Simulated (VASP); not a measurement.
# TiSi (Cmmm) in VASP: further runs

TiSi is run at these levels: PBEsol; tasks: single point.

Everything below comes from runs of VASP 6.6.1. Logs are shortened: lines on timing, memory, paths and dates and some standing lists are left out, and cuts for length are marked.

## (1) The cell of the first run

The structure is orthorhombic, space group Cmmm (No. 65). Conventional cell: a = 3.601 Å, b = 4.143 Å, c = 3.789 Å, α = 90.00°, β = 90.00°, γ = 90.00°. Within 3.4 Å of Ti (site symmetry mmm) lie 8 Si at 2.61 to 2.81 Å and 4 Ti at 2.74 Å. Si (site symmetry mmm) has 8 Ti at 2.61 to 2.81 Å and 4 Si at 2.74 Å within 3.4 Å.

## (2) Single point, PBEsol

INCAR reads:

```
SYSTEM = TiSi
PREC = Accurate
ENCUT = 550
EDIFF = 1E-6
ISMEAR = 0
SIGMA = 0.15
LREAL = .False.
LASPH = .True.
NELM = 300
ALGO = All
ISIF = 2
LWAVE = .False.
LCHARG = .False.
GGA = PS
NBANDS = 42
GGA_COMPAT = .False.
ISEARCH = 1
KPAR = 4
```

KPOINTS reads:

```
regular mesh
0
Gamma
  10 6 8
  0 0 0
```

POSCAR reads:

```
TiSi
1.0
    3.6007916910      0.0000000000      0.0000000000
    0.0000000000      7.5785650265      0.0000000000
    0.0000000000      0.0000000000      4.1428981957
Ti Si
4 4
Direct
    0.0000000000      0.5000000000      0.0507574453
    0.5000000000      0.5000000000      0.5507434941
    0.5000000000      0.0000000000      0.5507465114
    0.0000000000      0.0000000000      0.0507528485
    0.0000000000      0.7499993728      0.5507483867
    0.0000000000      0.2500006272      0.5507483867
    0.5000000000      0.2499997044      0.0507514636
    0.5000000000      0.7500002956      0.0507514636
```

Potentials or basis: VASP PAW PBE potentials, release 64 (Ti_sv, Si).

The run is started by

```bash
$ cat potpaw_PBE.64/Ti_sv/POTCAR potpaw_PBE.64/Si/POTCAR > POTCAR
$ mpirun -np 4 vasp_std > vasp.out
```

OUTCAR:

```text
SYSTEM = TiSi
   PREC = Accurate
   ENCUT = 550
   EDIFF = 1E-6
   ISMEAR = 0
   LREAL = .False.
   LASPH = .True.
   NELM = 300
   ISIF = 2
   GGA = PS

 ion  position               nearest neighbor table
   1  0.000  0.500  0.051-   7 2.61   8 2.61   7 2.61   8 2.61   2 2.74   2 2.74   2 2.74   2 2.74
                             6 2.81   5 2.81   5 2.81   6 2.81
   2  0.500  0.500  0.551-   5 2.61   6 2.61   5 2.61   6 2.61   1 2.74   1 2.74   1 2.74   1 2.74
                             7 2.81   8 2.81   8 2.81   7 2.81
   3  0.500  0.000  0.551-   5 2.61   6 2.61   5 2.61   6 2.61   4 2.74   4 2.74   4 2.74   4 2.74
                             7 2.81   8 2.81   8 2.81   7 2.81
   4  0.000  0.000  0.051-   7 2.61   8 2.61   7 2.61   8 2.61   3 2.74   3 2.74   3 2.74   3 2.74
                             6 2.81   5 2.81   5 2.81   6 2.81
   5  0.000  0.750  0.551-   2 2.61   2 2.61   3 2.61   3 2.61   8 2.74   8 2.74   8 2.74   8 2.74
                             1 2.81   4 2.81   4 2.81   1 2.81
   6  0.000  0.250  0.551-   2 2.61   2 2.61   3 2.61   3 2.61   7 2.74   7 2.74   7 2.74   7 2.74
                             1 2.81   4 2.81   4 2.81   1 2.81
   7  0.500  0.250  0.051-   4 2.61   4 2.61   1 2.61   1 2.61   6 2.74   6 2.74   6 2.74   6 2.74
                             2 2.81   3 2.81   3 2.81   2 2.81
   8  0.500  0.750  0.051-   4 2.61   4 2.61   1 2.61   1 2.61   5 2.74   5 2.74   5 2.74   5 2.74
                             2 2.81   3 2.81   3 2.81   2 2.81

  LATTYP: Found a simple orthorhombic cell.
 ALAT       =     3.6007916910
 B/A-ratio  =     1.1505520317
 C/A-ratio  =     2.1046940998

  Lattice vectors:

 A1 = (  -3.6007916910,   0.0000000000,   0.0000000000)
 A2 = (   0.0000000000,   0.0000000000,   4.1428981957)
 A3 = (   0.0000000000,   7.5785650265,   0.0000000000)

Analysis of symmetry for initial positions (statically):
=====================================================================
 Subroutine PRICEL returns following result:

  LATTYP: Found a simple orthorhombic cell.
 ALAT       =     3.6007916910
 B/A-ratio  =     1.0523470499
 C/A-ratio  =     1.1505520317

  Lattice vectors:

 A1 = (   3.6007916910,   0.0000000000,   0.0000000000)
 A2 = (   0.0000000000,   3.7892825133,   0.0000190441)
 A3 = (   0.0000000000,   0.0000000000,   4.1428981957)

   2 primitive cells build up your supercell.

 Routine SETGRP: Setting up the symmetry group for a
 simple orthorhombic supercell.

 Subroutine GETGRP returns: Found  8 space group operations
 (whereof  4 operations were pure point group operations)
 out of a pool of  8 trial point group operations.

The static configuration has the point symmetry C_2v.
 The point group associated with its full space group is D_2h.

Analysis of symmetry for dynamics (positions and initial velocities):
=====================================================================
 Subroutine PRICEL returns following result:

  LATTYP: Found a simple orthorhombic cell.
 ALAT       =     3.6007916910
 B/A-ratio  =     1.0523470499
 C/A-ratio  =     1.1505520317

  Lattice vectors:

 A1 = (   3.6007916910,   0.0000000000,   0.0000000000)
 A2 = (   0.0000000000,   3.7892825133,   0.0000190441)
 A3 = (   0.0000000000,   0.0000000000,   4.1428981957)

   2 primitive cells build up your supercell.

 Routine SETGRP: Setting up the symmetry group for a
 simple orthorhombic supercell.

 Subroutine GETGRP returns: Found  8 space group operations
 (whereof  4 operations were pure point group operations)
 out of a pool of  8 trial point group operations.

The dynamic configuration has the point symmetry C_2v.
 The point group associated with its full space group is D_2h.

 Subroutine INISYM returns: Found  8 space group operations
 (whereof  4 operations are pure point group operations),
 and found     2 'primitive' translations

----------------------------------------------------------------------------------------

                                     Primitive cell

  volume of cell :      56.5274

  direct lattice vectors                    reciprocal lattice vectors
     3.600791691  0.000000000  0.000000000     0.277716704  0.000000000  0.000000000
     0.000000000  3.789282513  0.000019044     0.000000000  0.263902202  0.000000000
     0.000000000  0.000000000  4.142898196     0.000000000 -0.000001213  0.241376918

  length of vectors
     3.600791691  3.789282513  4.142898196     0.277716704  0.263902202  0.241376918

  position of ions in fractional coordinates (direct lattice)
     0.000000000  1.000000000  0.050752848
     0.500000000  1.000000000  0.550738897
     0.000000000  0.499998746  0.550741492
     0.500000000  0.499999409  0.050749165

  ion indices of the primitive-cell ions
   primitive index   ion index
                 1           1
                 2           2
                 3           5
                 4           7

----------------------------------------------------------------------------------------

 KPOINTS: regular mesh

Automatic generation of k-mesh.
 Grid dimensions read from file:
 generate k-points for:   10    6    8

 Generating k-lattice:

  Cartesian coordinates                     Fractional coordinates (reciprocal lattice)
     0.027771670  0.000000000  0.000000000     0.100000000  0.000000000  0.000000000
     0.000000000  0.021991850  0.000000000     0.000000000  0.166666667  0.000000000
     0.000000000  0.000000000  0.030172115     0.000000000  0.000000000  0.125000000

  Length of vectors
     0.027771670  0.021991850  0.030172115

  Shift w.r.t. Gamma in fractional coordinates (k-lattice)
     0.000000000  0.000000000  0.000000000

 Subroutine IBZKPT returns following result:
 ===========================================

 Found    120 irreducible k-points:

 Following reciprocal coordinates:
            Coordinates               Weight
  0.000000  0.000000  0.000000      1.000000
  0.100000  0.000000  0.000000      2.000000
  0.200000  0.000000  0.000000      2.000000
  0.300000  0.000000  0.000000      2.000000
  0.400000  0.000000  0.000000      2.000000
  0.500000  0.000000  0.000000      1.000000
[... 16 lines left out ...]
  0.400000  0.500000  0.000000      2.000000
  0.500000  0.500000  0.000000      1.000000
 [... further k-points ...]
   k-points           NKPTS =    120   k-points in BZ     NKDIM =    120   number of bands    NBANDS=     42
   number of dos      NEDOS =    301   number of ions     NIONS =      8
   total plane-waves  NPLWV =  53760
   dimension x,y,z NGX =    28 NGY =   60 NGZ =   32
   dimension x,y,z NGXF=    56 NGYF=  120 NGZF=   64
   ions per type =               4   4
   NGX,Y,Z   is equivalent  to a cutoff of  12.93, 13.16, 12.84 a.u.
   NGXF,Y,Z  is equivalent  to a cutoff of  25.85, 26.32, 25.68 a.u.
 SYSTEM =  TiSi
   PREC   = accura    normal or accurate (medium, high low for compatibility)
   ISTART =      0    job   : 0-new  1-cont  2-samecut
   ICHARG =      2    charge: 1-file 2-atom 10-const
   ISPIN  =      1    spin polarized calculation?
   LNONCOLLINEAR =      F non collinear calculations
   LSORBIT =      F    spin-orbit coupling
   LASPH  =      T    aspherical Exc in radial PAW
   ENCUT  =  550.0 eV  40.42 Ry    6.36 a.u.   6.89 14.49  7.92*2*pi/ulx,y,z
   NELM   =    300;   NELMIN=  2; NELMDL= -5     # of ELM steps
   EDIFF  = 0.1E-05   stopping-criterion for ELM
   LREAL  =      F    real-space projection
   EDIFFG = 0.1E-04   stopping-criterion for IOM
   NSW    =      0    number of steps for IOM
   IBRION =     -1    ionic relax: 0-MD 1-quasi-New 2-CG
   NFREE  =      0    steps in history (QN), initial steepest desc. (CG)
   ISIF   =      2    stress and relaxation
   ISYM   =      2    0-nonsym 1-usesym 2-fastsym
   POTIM  = 0.5000    time-step for ionic-motion
   TEBEG  =    0.0;   TEEND  =   0.0 temperature during run
   PSTRESS=    0.0 pullay stress
   NELECT =      64.0000    total number of electrons
   NUPDOWN=      -1.0000    fix difference up-down
   EMIN   =  10.00;   EMAX   =-10.00  energy-range for DOS
   EFERMI =   0.00;   METHOD = LEGACY
   ISMEAR =     0;   SIGMA  =   0.15  broadening in eV -4-tet -1-fermi 0-gaus
   EFERMI_NEDOS =   21; number of points for ismear=-14 and -15
   IALGO  =     58    algorithm
   IMIX   =      4    mixing-type and parameters
     AMIX     =   0.40;   BMIX     =  1.00
     AMIX_MAG =   1.60;   BMIX_MAG =  1.00
  volume/ion in A,a.u.               =      14.13        95.37
  Fermi-wavevector in a.u.,A,eV,Ry     =   1.354269  2.559198 24.953707  1.834046
  Thomas-Fermi vector in A             =   2.481455
   LORBIT       =      0    0 simple, 1 ext, 2 COOP (PROOUT), +10 PAW based schemes
   GGA     = PS    functional components
   LHFCALC =     F    Hartree Fock is set to
   AEXX    =    0.0000 exact exchange contribution
   IVDW    =     0    specifies the selected vdW correction
   LEPSILON=     F    determine dielectric tensor
   LRPA    =     F    only Hartree local field effects (RPA)
 non-spin polarized calculation
 Gauss-broadening in eV      SIGMA  =   0.15
  energy-cutoff  :      550.00
  volume of cell :      113.05
 maximum number of plane-waves:      3352
 NGX is ok and might be reduce to    28
   NGX = 13   NGY = 29   NGZ = 15

 number of electron      64.0000013 magnetization

 Free energy of the ion-electron system (eV)
  ---------------------------------------------------
  ext. energy  EPLUGINS =         0.00000000
  ---------------------------------------------------
  free energy    TOTEN  =       -61.33362838 eV

  energy without entropy =      -61.28402817  energy(sigma->0) =      -61.30882828

 E-fermi :  10.4920     XC(G=0): -11.9950

 val. band max:       10.4884277009   @ k =   0.2000   0.3333   0.2500
 cond. band min:      10.4964399110   @ k =   0.5000   0.1667   0.1250
 fundamental gap:      0.0080122101
 Fermi energy:        10.4919956981

 k-point     1 :       0.0000    0.0000    0.0000
  band No.  band energies     occupation
      1     -45.9321      2.00000
      2     -45.9300      2.00000
      3     -45.7675      2.00000
      4     -45.7660      2.00000
      5     -22.5130      2.00000
      6     -22.5078      2.00000
[... 1069 lines left out ...]
     41      13.8040      0.00000
     42      13.8161      0.00000

 [... further k-points ...]

------------------------ aborting loop because EDIFF is reached ----------------------------------------

  FORCE on cell =-STRESS in cart. coord.  units (eV):
  Direction    XX          YY          ZZ          XY          YZ          ZX
  --------------------------------------------------------------------------------------
  -------------------------------------------------------------------------------------
  Total        0.3572174      0.2183319     -0.3918497      0.0000000      0.0000000      0.0000000
  in kB        5.0623704      3.0941302     -5.5531691      0.0000000      0.0000000      0.0000000
  external PRESSURE =       0.8677772 kB  Pullay stress =       0.0000000 kB

 VOLUME and BASIS-vectors are now :
 -----------------------------------------------------------------------------
  energy-cutoff  :      550.00
  volume of cell :      113.05
      direct lattice vectors                 reciprocal lattice vectors
     3.600791691  0.000000000  0.000000000     0.277716704  0.000000000  0.000000000
     0.000000000  7.578565026  0.000000000     0.000000000  0.131951101  0.000000000
     0.000000000  0.000000000  4.142898196     0.000000000  0.000000000  0.241376918

 POSITION                                       TOTAL-FORCE (eV/Angst)
 -----------------------------------------------------------------------------------
      0.00000      3.78928      0.21028         0.000000      0.000000     -0.000376
      1.80040      3.78928      2.28167        -0.000000      0.000000      0.000376
      1.80040      0.00000      2.28169        -0.000000     -0.000000      0.000376
      0.00000      0.00000      0.21026         0.000000     -0.000000     -0.000376
      0.00000      5.68392      2.28169         0.000000     -0.000000      0.000095
      0.00000      1.89465      2.28169        -0.000000     -0.000000      0.000095
      1.80040      1.89464      0.21026         0.000000     -0.000000     -0.000095
      1.80040      5.68393      0.21026         0.000000     -0.000000     -0.000095
 -----------------------------------------------------------------------------------
    total drift:                                0.000000      0.000000     -0.011752

  FREE ENERGIE OF THE ION-ELECTRON SYSTEM (eV)
  ---------------------------------------------------
  free  energy   TOTEN  =       -61.3336283797 eV

  energy  without entropy=      -61.2840249343  energy(sigma->0) =      -61.30882666
```

It took 1.9 min on 4 MPI ranks of Intel Xeon 6975P-C (Granite Rapids), shared host; peak memory 1.1 GiB.

Results:

* Free energy: -61.3336 eV
* Pressure: 0.1 GPa
* Band gap on the k mesh: zero (bands 32 and 33 overlap by 1.06 eV)

Stress tensor (GPa, compression positive):
```
 0.51  0.00  0.00
 0.00  0.31  0.00
 0.00  0.00 -0.56
```

Caveat: the PAW data sets were made with another functional, which shifts forces and pressure a little.

[end of part 1 of 2]
